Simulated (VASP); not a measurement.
Runs of VASP 6.6.1 on Ag. The structure is that of space group Fm-3m (No. 225), or close to it. The cells are those of the table. 

| cell | gap on the mesh (eV) | pressure (GPa) |
| --- | --- | --- |
| a = 2.926, b = 2.926, c = 2.889 Å, angles 60.4, 60.4, 59.2°, 1 atom | none | 1.8 |
| a = 2.926, b = 2.926, c = 2.962 Å, angles 59.6, 59.6, 60.8°, 1 atom | none | (a) |
| a = 2.962, b = 2.962, c = 2.889 Å, angles 60.8, 60.8, 58.4°, 1 atom | none | -0.4 |
| a = 2.853, b = 2.853, c = 2.889 Å, angles 59.6, 59.6, 60.8°, 1 atom | none | (b) |
| a = 2.890, b = 2.890, c = 2.817 Å, angles 60.8, 60.8, 58.3°, 1 atom | none | 7.8 |
| a = 2.928, b = 2.928, c = 2.817 Å, angles 61.2, 61.2, 57.5°, 1 atom | none | 4.9 |

Alike in all rows: task single point; level PBE; potentials or basis VASP PAW PBE potentials, release 64 (Ag); no spin polarisation; k mesh 20 × 20 × 20; cutoff (eV) 520; smearing gaussian 0.15 eV.

Task: Estimate the missing entries.

Result: (a) -0.5; (b) 7.7.

Caveats: the cell stands under pressure (at least some runs).

A k mesh can miss the band edges, and the runs leave out spin-orbit coupling on Ag.

A gap of «none» marks levels without a gap at the run's occupations.
